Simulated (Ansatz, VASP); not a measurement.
WC: VASP beside Ansatz

```
W C
1.0
     2.90050    0.00000    0.00000
    -1.45025    2.51191    0.00000
     0.00000    0.00000    2.82900
W C
1 1
Cartesian
  0.0000 0.2000 0.0000
  1.4503 0.8373 1.4145
```

Alike in both runs: task single point; functional PBE; k mesh 18 × 18 × 16; occupations gaussian, width 0.15 eV; no spin polarisation.

```csv
,VASP,Ansatz
version,VASP 6.6.1,Ansatz 0.2.0
potentials or method,"VASP PAW PBE potentials, release 64 (W_sv, C), cutoff 520 eV","scalar-relativistic, plane waves, PAW"
valence electrons in the cell,18,18
```

Ansatz gave:

```
gap on the k mesh at the Fermi level (eV)                     : none
pressure (GPa)                                                : 14.0
traceless stress, the component that is largest in VASP (GPa) : -9.98
rms of the force components (eV/Å)                            : 1.567
```

What did VASP give for the same quantities?

gap on the k mesh at the Fermi level (eV): none; pressure (GPa): 15.1; traceless stress, the component that is largest in VASP (GPa): -10.27; rms of the force components (eV/Å): 1.572.

Atom by atom the forces differ by 0.005 eV/Å (rms over components). A gap of «none» marks a metal or a gap that the smearing closes. With one functional, cell and mesh, what is left measures potentials, basis and numerics.

Spin-orbit coupling is off throughout.
